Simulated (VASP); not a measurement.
Runs of VASP 6.6.1 on CdSe. The structure is that of space group Fm-3m (No. 225), or close to it. The cells are those of the table. 

| cell | gap on the mesh (eV) | pressure (GPa) |
| --- | --- | --- |
| a = 4.009 Å, angles 60.0°, 2 atoms | 0.51 | 1.1 |
| a = 4.064 Å, angles 60.0°, 2 atoms | 0.51 | -1.7 |
| a = 4.170 Å, angles 60.0°, 2 atoms | (b) | -5.6 |
| a = 3.953 Å, angles 60.0°, 2 atoms | 0.50 | 4.6 |
| a = 4.221 Å, angles 60.0°, 2 atoms | (a) | (c) |

Alike in all rows: task single point; level r2SCAN; potentials or basis VASP PAW PBE potentials, release 64 (Cd, Se); no spin polarisation; k mesh 5 × 5 × 5; cutoff (eV) 550; smearing gaussian 0.01 eV.

Q: Fill in the values left out.

A: (a) 0.24; (b) 0.37; (c) -7.0.

Caveats: the PAW data sets were made with another functional, which shifts forces and pressure a little.

A k mesh can miss the band edges, and the runs leave out spin-orbit coupling on Cd, Se.
